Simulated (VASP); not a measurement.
# NbAs (F-43m) in VASP: further runs

Runs on NbAs. Level: PBEsol. Tasks: single point.

All numbers are computed with VASP 6.6.1; they aren't measurements. Logs are shortened: lines on timing, memory, paths and dates and some standing lists are left out, and cuts for length are marked.

**1. The cell of the first run**

Symmetry: F-43m, No. 216, cubic system. The conventional cell has a = 5.745 Å, b = 5.745 Å, c = 5.745 Å, α = 90.00°, β = 90.00°, γ = 90.00°. Within 3.3 Å of Nb (site symmetry -43m) lie 4 As at 2.49 Å. Within 3.3 Å of As (site symmetry -43m) lie 4 Nb at 2.49 Å.

**2. Single point, PBEsol**

Input file INCAR:

```
SYSTEM = NbAs
ALGO = Normal
EDIFF = 1E-6
ENCUT = 520
GGA = PS
ISIF = 2
ISMEAR = 0
LASPH = .True.
LCHARG = .False.
LREAL = .False.
LWAVE = .False.
NBANDS = 16
NELM = 60
PREC = Accurate
SIGMA = 0.1
```

Input file KPOINTS:

```
k-points
0
Gamma
  12 12 12
  0 0 0
```

Input file POSCAR:

```
NbAs
1.0
    0.0000000000      2.8723581278      2.8723581278
    2.8723581278      0.0000000000      2.8723581278
    2.8723581278      2.8723581278      0.0000000000
Nb As
1 1
Direct
    0.0000000000      0.0000000000      0.0000000000
    0.2500000000      0.2500000000      0.2500000000
```

Potentials or basis: VASP PAW PBE potentials, release 64 (Nb_sv, As).

On the command line:

```
> cat potpaw_PBE.64/Nb_sv/POTCAR potpaw_PBE.64/As/POTCAR > POTCAR
> mpirun -np 1 vasp_std > vasp.out
```

OUTCAR:

```text
SYSTEM = NbAs
   EDIFF = 1E-6
   ENCUT = 520
   GGA = PS
   ISIF = 2
   ISMEAR = 0
   LASPH = .True.
   LREAL = .False.
   NELM = 60
   PREC = Accurate

 ion  position               nearest neighbor table
   1  0.000  0.000  0.000-   2 2.49   2 2.49   2 2.49   2 2.49
   2  0.250  0.250  0.250-   1 2.49   1 2.49   1 2.49   1 2.49

  LATTYP: Found a face centered cubic cell.
 ALAT       =     5.7447162556

  Lattice vectors:

 A1 = (   0.0000000000,   2.8723581278,   2.8723581278)
 A2 = (   2.8723581278,   0.0000000000,   2.8723581278)
 A3 = (   2.8723581278,   2.8723581278,   0.0000000000)

Analysis of symmetry for initial positions (statically):
=====================================================================
 Subroutine PRICEL returns:
 Original cell was already a primitive cell.

 Routine SETGRP: Setting up the symmetry group for a
 face centered cubic supercell.

 Subroutine GETGRP returns: Found 24 space group operations
 (whereof 24 operations were pure point group operations)
 out of a pool of 48 trial point group operations.

The static configuration has the point symmetry T_d .

Analysis of symmetry for dynamics (positions and initial velocities):
=====================================================================
 Subroutine PRICEL returns:
 Original cell was already a primitive cell.

 Routine SETGRP: Setting up the symmetry group for a
 face centered cubic supercell.

 Subroutine GETGRP returns: Found 24 space group operations
 (whereof 24 operations were pure point group operations)
 out of a pool of 48 trial point group operations.

The dynamic configuration has the point symmetry T_d .

 Subroutine INISYM returns: Found 24 space group operations
 (whereof 24 operations are pure point group operations),
 and found     1 'primitive' translations

----------------------------------------------------------------------------------------

                                     Primitive cell

  volume of cell :      47.3964

  direct lattice vectors                    reciprocal lattice vectors
     0.000000000  2.872358128  2.872358128    -0.174073001  0.174073001  0.174073001
     2.872358128  0.000000000  2.872358128     0.174073001 -0.174073001  0.174073001
     2.872358128  2.872358128  0.000000000     0.174073001  0.174073001 -0.174073001

  length of vectors
     4.062127820  4.062127820  4.062127820     0.301503282  0.301503282  0.301503282

  position of ions in fractional coordinates (direct lattice)
     0.000000000  0.000000000  0.000000000
     0.250000000  0.250000000  0.250000000

[... 77 lines left out ...]
   LREAL  =      F    real-space projection
   EDIFFG = 0.1E-04   stopping-criterion for IOM
   NSW    =      0    number of steps for IOM
   IBRION =     -1    ionic relax: 0-MD 1-quasi-New 2-CG
   NFREE  =      0    steps in history (QN), initial steepest desc. (CG)
   ISIF   =      2    stress and relaxation
   ISYM   =      2    0-nonsym 1-usesym 2-fastsym
   POTIM  = 0.5000    time-step for ionic-motion
   TEBEG  =    0.0;   TEEND  =   0.0 temperature during run
   PSTRESS=    0.0 pullay stress
   NELECT =      18.0000    total number of electrons
   NUPDOWN=      -1.0000    fix difference up-down
   EMIN   =  10.00;   EMAX   =-10.00  energy-range for DOS
   EFERMI =   0.00;   METHOD = LEGACY
   ISMEAR =     0;   SIGMA  =   0.10  broadening in eV -4-tet -1-fermi 0-gaus
   EFERMI_NEDOS =   21; number of points for ismear=-14 and -15
   IALGO  =     38    algorithm
   IMIX   =      4    mixing-type and parameters
     AMIX     =   0.40;   BMIX     =  1.00
     AMIX_MAG =   1.60;   BMIX_MAG =  1.00
  volume/ion in A,a.u.               =      23.70       159.92
  Fermi-wavevector in a.u.,A,eV,Ry     =   1.185542  2.240350 19.123134  1.405511
  Thomas-Fermi vector in A             =   2.321734
   LORBIT       =      0    0 simple, 1 ext, 2 COOP (PROOUT), +10 PAW based schemes
   GGA     = PS    functional components
   LHFCALC =     F    Hartree Fock is set to
   AEXX    =    0.0000 exact exchange contribution
   IVDW    =     0    specifies the selected vdW correction
   LEPSILON=     F    determine dielectric tensor
   LRPA    =     F    only Hartree local field effects (RPA)
 non-spin polarized calculation
 Gauss-broadening in eV      SIGMA  =   0.10
  energy-cutoff  :      520.00
  volume of cell :       47.40
 maximum number of plane-waves:      1303
   NGX = 15   NGY = 15   NGZ = 15

 number of electron      18.0000000 magnetization

 Free energy of the ion-electron system (eV)
  ---------------------------------------------------
  ext. energy  EPLUGINS =         0.00000000
  ---------------------------------------------------
  free energy    TOTEN  =       -15.33541136 eV

  energy without entropy =      -15.32274924  energy(sigma->0) =      -15.32908030

 E-fermi :   6.0467     XC(G=0): -10.2320

 val. band max:        6.0422923003   @ k =   0.4167   0.0833   0.0000
 cond. band min:       6.0515703438   @ k =   0.0000   0.0000   0.0000
 fundamental gap:      0.0092780434
 Fermi energy:         6.0466952654

 k-point     1 :       0.0000    0.0000    0.0000
  band No.  band energies     occupation
      1     -49.2734      2.00000
      2     -25.3761      2.00000
      3     -25.3761      2.00000
      4     -25.3761      2.00000
      5      -5.8276      2.00000
      6       2.5135      2.00000
[... 433 lines left out ...]
      3     -25.4012      2.00000
      4     -25.3909      2.00000
      5      -4.8132      2.00000
      6       1.9634      2.00000
[... 8 lines left out ...]
     15      14.7070      0.00000
     16      15.6739      0.00000

 [... further k-points ...]

------------------------ aborting loop because EDIFF is reached ----------------------------------------

  FORCE on cell =-STRESS in cart. coord.  units (eV):
  Direction    XX          YY          ZZ          XY          YZ          ZX
  --------------------------------------------------------------------------------------
  -------------------------------------------------------------------------------------
  Total        0.0458405      0.0458405      0.0458405      0.0000000     -0.0000000      0.0000000
  in kB        1.5495789      1.5495789      1.5495789      0.0000000     -0.0000000      0.0000000
  external PRESSURE =       1.5495789 kB  Pullay stress =       0.0000000 kB

 VOLUME and BASIS-vectors are now :
 -----------------------------------------------------------------------------
  energy-cutoff  :      520.00
  volume of cell :       47.40
      direct lattice vectors                 reciprocal lattice vectors
     0.000000000  2.872358128  2.872358128    -0.174073001  0.174073001  0.174073001
     2.872358128  0.000000000  2.872358128     0.174073001 -0.174073001  0.174073001
     2.872358128  2.872358128  0.000000000     0.174073001  0.174073001 -0.174073001

 POSITION                                       TOTAL-FORCE (eV/Angst)
 -----------------------------------------------------------------------------------
      0.00000      0.00000      0.00000         0.000000      0.000000      0.000000
      1.43618      1.43618      1.43618        -0.000000     -0.000000     -0.000000
 -----------------------------------------------------------------------------------
    total drift:                                0.000000      0.000000      0.000000

  FREE ENERGIE OF THE ION-ELECTRON SYSTEM (eV)
  ---------------------------------------------------
  free  energy   TOTEN  =       -15.3354113650 eV

  energy  without entropy=      -15.3227492374  energy(sigma->0) =      -15.32908030
```

stdout:

```text
POSCAR found type information on POSCAR NbAs
 POSCAR found :  2 types and       2 ions
 scaLAPACK will be used
 -----------------------------------------------------------------------------
|                                                                             |
|                                                                             |
|     You enforced a specific xc type in the INCAR file but a different       |
|     I HOPE YOU KNOW WHAT YOU ARE DOING!                                     |
|                                                                             |
 -----------------------------------------------------------------------------

 LDA part: xc-table for (Slater+PW92), standard interpolation
 POSCAR, INCAR and KPOINTS ok, starting setup
 FFT: planning ... GRIDC
 FFT: planning ... GRID_SOFT
 FFT: planning ... GRID
 WAVECAR not read
 entering main loop
```

Run time: 21 s. Hardware: 1 thread of Intel Xeon 6975P-C (Granite Rapids), shared host; peak memory 0.2 GiB.

What came out:

```yaml
Free_energy: -15.3354 eV
Pressure: 0.2 GPa
Band_gap_on_the_k_mesh: zero (band 9 reaches 6.44 eV, above the bottom of band 10 at 5.93 eV)
```

Caveat: the PAW data sets were made with another functional, which shifts forces and pressure a little.

**3. Single point, PBEsol, collinear spin, zero start**

Input file INCAR:

```
SYSTEM = NbAs
PREC     = Accurate       ! precision mode
ENCUT    = 520            ! plane-wave cutoff, eV
EDIFF    = 1E-6           ! SCF threshold, eV
ISMEAR   = 0              ! smearing method
SIGMA    = 0.1            ! smearing width, eV
LREAL    = .False.        ! projectors in reciprocal space
LASPH    = .True.         ! aspherical terms in the spheres
NELM     = 150            ! most SCF steps
ALGO     = Normal         ! electronic algorithm
ISIF     = 2              ! what is computed and relaxed
LWAVE    = .False.        ! write WAVECAR
LCHARG   = .False.        ! write CHGCAR
ISPIN    = 2              ! spin polarisation
MAGMOM   = 0 0            ! initial moments
LORBIT   = 11             ! projections on sites
NUPDOWN  = 0.0            ! fixed moment
LMAXMIX  = 4              ! l up to which the mixer works
GGA      = PS             ! functional
NBANDS   = 20             ! bands
```

Input file KPOINTS:

```
Automatic mesh
0
Gamma
  12 12 12
  0 0 0
```

POSCAR is that of step 2.

Potentials or basis: VASP PAW PBE potentials, release 64 (Nb_sv, As).

On the command line:

```
> cat potpaw_PBE.64/Nb_sv/POTCAR potpaw_PBE.64/As/POTCAR > POTCAR
> mpirun -np 1 vasp_std > vasp.out
```

OUTCAR:

```text
SYSTEM = NbAs
   PREC = Accurate
   ENCUT = 520
   EDIFF = 1E-6
   ISMEAR = 0
   LREAL = .False.
   LASPH = .True.
   NELM = 150
   ISIF = 2
   ISPIN = 2
   LORBIT = 11
   NUPDOWN = 0.0
   GGA = PS

 ion  position               nearest neighbor table
   1  0.000  0.000  0.000-   2 2.49   2 2.49   2 2.49   2 2.49
   2  0.250  0.250  0.250-   1 2.49   1 2.49   1 2.49   1 2.49

  LATTYP: Found a face centered cubic cell.
 ALAT       =     5.7447162556

  Lattice vectors:

 A1 = (   0.0000000000,   2.8723581278,   2.8723581278)
 A2 = (   2.8723581278,   0.0000000000,   2.8723581278)
 A3 = (   2.8723581278,   2.8723581278,   0.0000000000)

Analysis of symmetry for initial positions (statically):
[... 1319 lines left out ...]
 -----------------------------------------------------------------------------
  energy-cutoff  :      520.00
  volume of cell :       47.40
      direct lattice vectors                 reciprocal lattice vectors
     0.000000000  2.872358128  2.872358128    -0.174073001  0.174073001  0.174073001
     2.872358128  0.000000000  2.872358128     0.174073001 -0.174073001  0.174073001
     2.872358128  2.872358128  0.000000000     0.174073001  0.174073001 -0.174073001

 POSITION                                       TOTAL-FORCE (eV/Angst)
 -----------------------------------------------------------------------------------
      0.00000      0.00000      0.00000         0.000000      0.000000      0.000000
      1.43618      1.43618      1.43618        -0.000000     -0.000000     -0.000000
 -----------------------------------------------------------------------------------
    total drift:                                0.000000      0.000000      0.000000

  FREE ENERGIE OF THE ION-ELECTRON SYSTEM (eV)
  ---------------------------------------------------
  free  energy   TOTEN  =       -15.3354111547 eV

  energy  without entropy=      -15.3227467198  energy(sigma->0) =      -15.32907894

 total charge

# of ion       s       p       d       tot
------------------------------------------
    1        2.166   5.978   2.517  10.661
    2        1.216   1.685   0.066   2.967
--------------------------------------------------
tot          3.382   7.663   2.584  13.629

 magnetization (x)

# of ion       s       p       d       tot
------------------------------------------
    1       -0.000   0.000   0.000   0.000
    2        0.000  -0.000   0.000   0.000
--------------------------------------------------
tot         -0.000   0.000   0.000   0.000
```

OSZICAR:

```text
N       E                     dE             d eps       ncg     rms          rms(c)
DAV:   1     0.136574767849E+03    0.13657E+03   -0.87361E+03  5768   0.841E+02
DAV:   2    -0.932021147529E+01   -0.14589E+03   -0.13889E+03  6956   0.277E+02
DAV:   3    -0.162678052330E+02   -0.69476E+01   -0.68065E+01  8932   0.524E+01
DAV:   4    -0.164869082098E+02   -0.21910E+00   -0.21807E+00  7860   0.840E+00
DAV:   5    -0.164960740848E+02   -0.91659E-02   -0.91629E-02  8460   0.165E+00    0.718E+00
DAV:   6    -0.153368998555E+02    0.11592E+01   -0.20656E+00  9144   0.119E+01    0.227E+00
DAV:   7    -0.153387555756E+02   -0.18557E-02   -0.14826E-01  7252   0.273E+00    0.146E+00
DAV:   8    -0.153355208780E+02    0.32347E-02   -0.16350E-02  8324   0.100E+00    0.198E-01
DAV:   9    -0.153353867173E+02    0.13416E-03   -0.14680E-03  8904   0.302E-01    0.101E-01
DAV:  10    -0.153354178726E+02   -0.31155E-04   -0.11734E-04  6652   0.865E-02    0.374E-02
DAV:  11    -0.153354116428E+02    0.62298E-05   -0.10196E-05  7564   0.346E-02    0.166E-02
DAV:  12    -0.153354111547E+02    0.48807E-06   -0.94821E-07  5688   0.590E-03
   1 F= -.15335411E+02 E0= -.15329079E+02  d E =-.126644E-01  mag=     0.0000
```

stdout:

```text
POSCAR found type information on POSCAR NbAs
 POSCAR found :  2 types and       2 ions
 scaLAPACK will be used
 -----------------------------------------------------------------------------
|                                                                             |
|                                                                             |
|     You enforced a specific xc type in the INCAR file but a different       |
|     I HOPE YOU KNOW WHAT YOU ARE DOING!                                     |
|                                                                             |
 -----------------------------------------------------------------------------

 LDA part: xc-table for (Slater+PW92), standard interpolation
 POSCAR, INCAR and KPOINTS ok, starting setup
 FFT: planning ... GRIDC
 FFT: planning ... GRID_SOFT
 FFT: planning ... GRID
 WAVECAR not read
 entering main loop
```

Wall time 48 s (1 thread of Intel Xeon 6975P-C (Granite Rapids), shared host); peak memory 0.26 GiB.

Results:

- Free energy: -15.3354 eV
- Pressure: 0.2 GPa
- Net moment: 0.00 μB per cell
- Valence electrons inside the program's atomic spheres: Nb 10.66; As 2.97

Caveat: the PAW data sets were made with another functional, which shifts forces and pressure a little; the total moment is fixed, so each spin has its own Fermi level.
